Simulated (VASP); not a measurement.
**Ni2H: single point with r2SCAN**

Ni2H:

```
CELL_PARAMETERS angstrom
2.64300 0.00000 0.00000
-1.32150 2.28891 0.00000
0.00000 0.00000 4.30800
ATOMIC_POSITIONS crystal
Ni 0.33333 0.66667 0.26100
Ni 0.66667 0.33333 0.79600
H 0.00000 0.00000 0.02800
```

```
Program                : VASP 6.6.1
Task                   : single point
Functional             : r2SCAN
Potentials or basis    : VASP PAW PBE potentials, release 64 (Ni, H)
Cutoff                 : 520 eV
k mesh                 : 11 × 11 × 6
Occupations            : fermi-dirac, width 0.1 eV
Spin                   : no spin polarisation
Dipole correction      : no
Further INCAR settings : ALGO = Normal; EDIFF = 1e-07; NBANDS = 18
```

| Quantity | Value |
| --- | --- |
| Pressure | -15.4 GPa |
| Largest force | 1.116 eV/Å |
| Band gap on the k mesh | zero (an odd number of electrons rules out a gap without spin polarisation) |

Forces in eV/Å, atoms in the order of the input:
```
Ni   0.000  0.000  1.115
Ni   0.000  0.000 -1.116
H    0.000  0.000  0.001
```

Stress tensor (GPa, compression positive):
```
-15.98   0.00   0.00
  0.00 -15.98   0.00
  0.00   0.00 -14.32
```

Levels at points of the mesh, in eV from the Fermi level:
```
           k point  band 9  band 10  band 11  band 12  band 13  band 14
(0.00, 0.00, 0.00)   -1.09    -1.09    -0.32    -0.32     4.54    14.17
(0.00, 0.00, 0.50)   -0.69    -0.69    -0.43    -0.43     9.44    13.04
```

Wall time 2.1 min on 1 thread of Intel(R) Xeon(R) Platinum 8259CL CPU @ 2.50GHz (Skylake/Cascade Lake), on a shared host, peak memory 0.17 GiB.

Caveat: the cell stands under tension; the PAW data sets were made with another functional, which shifts forces and pressure a little. Spin polarisation is off, so any magnetic state and its effect on volume and gap are missing.
